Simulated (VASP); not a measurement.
Input of a VASP 6.6.1 run:

File INCAR:

```
SYSTEM = Hf2Si
ALGO = Fast ; EDIFF = 1E-6
ENCUT = 520 ; GGA = PS
ISIF = 2 ; ISMEAR = 0
IVDW = 12 ; LASPH = .TRUE.
LCHARG = .FALSE. ; LREAL = .FALSE.
LWAVE = .FALSE. ; NBANDS = 33
NELM = 60 ; PREC = Accurate
SIGMA = 0.1
```

File KPOINTS:

```
k-points
0
G
  10 10 10
  0 0 0
```

File POSCAR:

```
Hf2Si
1.0
   -3.2268455307      3.2268455307      2.5502996985
    3.2268455307     -3.2268455307      2.5502996985
    3.2268455307      3.2268455307     -2.5502996985
Hf Si
4 2
Direct
    0.8434339270      0.6565660730      0.5000000000
    0.3434339270      0.8434339270      0.1868678539
    0.1565660730      0.3434339270      0.5000000000
    0.6565660730      0.1565660730      0.8131321461
    0.7500000000      0.7500000000      0.0000000000
    0.2500000000      0.2500000000      0.0000000000
```

Potentials or basis: VASP PAW PBE potentials, release 64 (Hf_pv, Si).

Launch:

```bash
$ cat potpaw_PBE.64/Hf_pv/POTCAR potpaw_PBE.64/Si/POTCAR > POTCAR
$ mpirun -np 1 vasp_std > vasp.out
```

(1) Predict the dispersion energy per atom.

(2) Estimate the pressure.

Results:

(1) -0.525 eV.

(2) -0.9 GPa.

Caveat: three body term missing; the PAW data sets were made with another functional, which shifts forces and pressure a little.
